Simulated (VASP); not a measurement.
Here is a VASP 6.6.1 calculation.

The input POSCAR:

```
Au
1.0
    2.8999984104      0.0000000000      0.0000000000
   -1.4499992052      2.5114722944      0.0000000000
    0.0000000000      0.0000000000      4.7336000000
Au
2
Direct
    0.3333333333      0.6666666667      0.7500000000
    0.6666666667      0.3333333333      0.2500000000
```

The input INCAR.step1:

```
SYSTEM = Au
PREC     = Accurate       ! precision mode
ENCUT    = 520            ! plane-wave cutoff, eV
ISMEAR   = 0              ! smearing method
SIGMA    = 0.15           ! smearing width, eV
LREAL    = .FALSE.        ! projectors in reciprocal space
LASPH    = .TRUE.         ! aspherical terms in the spheres
NELM     = 100            ! most SCF steps
NBANDS   = 18             ! bands
GGA      = PE             ! functional
ALGO     = Normal         ! electronic algorithm
EDIFF    = 1E-4           ! SCF threshold, eV
LWAVE    = .TRUE.         ! write WAVECAR
LCHARG   = .FALSE.        ! write CHGCAR
```

INCAR.step2

```
SYSTEM = Au
PREC     = Accurate       ! precision mode
ENCUT    = 520            ! plane-wave cutoff, eV
EDIFF    = 1E-7           ! SCF threshold, eV
ISMEAR   = 0              ! smearing method
SIGMA    = 0.15           ! smearing width, eV
LREAL    = .FALSE.        ! projectors in reciprocal space
LASPH    = .TRUE.         ! aspherical terms in the spheres
NELM     = 100            ! most SCF steps
ALGO     = Normal         ! electronic algorithm
ISIF     = 2              ! what is computed and relaxed
LWAVE    = .FALSE.        ! write WAVECAR
LCHARG   = .FALSE.        ! write CHGCAR
METAGGA  = R2SCAN         ! meta-GGA
LMIXTAU  = .TRUE.       
NBANDS   = 18             ! bands
ISTART   = 1
```

The input KPOINTS:

```
Automatic mesh
0
G
  18 18 10
  0 0 0
```

Potentials or basis: VASP PAW PBE potentials, release 64 (Au).

Command:

```bash
$ cat potpaw_PBE.64/Au/POTCAR > POTCAR
$ cp INCAR.step1 INCAR
$ mpirun -np 1 vasp_std > vasp.out
$ cp INCAR.step2 INCAR
$ mpirun -np 1 vasp_std > vasp.out
```

Question: Estimate the band gap on the k mesh.

Answer: Zero (bands 11 and 12 overlap by 7.25 eV).

Question: What does it give for the pressure?

Answer: 3.5 GPa.

Stress tensor (GPa, compression positive):
```
2.82 0.00 0.00
0.00 2.82 0.00
0.00 0.00 4.81
```

Caveat: the cell differs from its parent crystal (strain +0.000 along x and y, -0.030 along z); the cell stands under pressure; the PAW data sets were made with another functional, which shifts forces and pressure a little; spin-orbit coupling is left out, which moves the levels of the heavy elements.
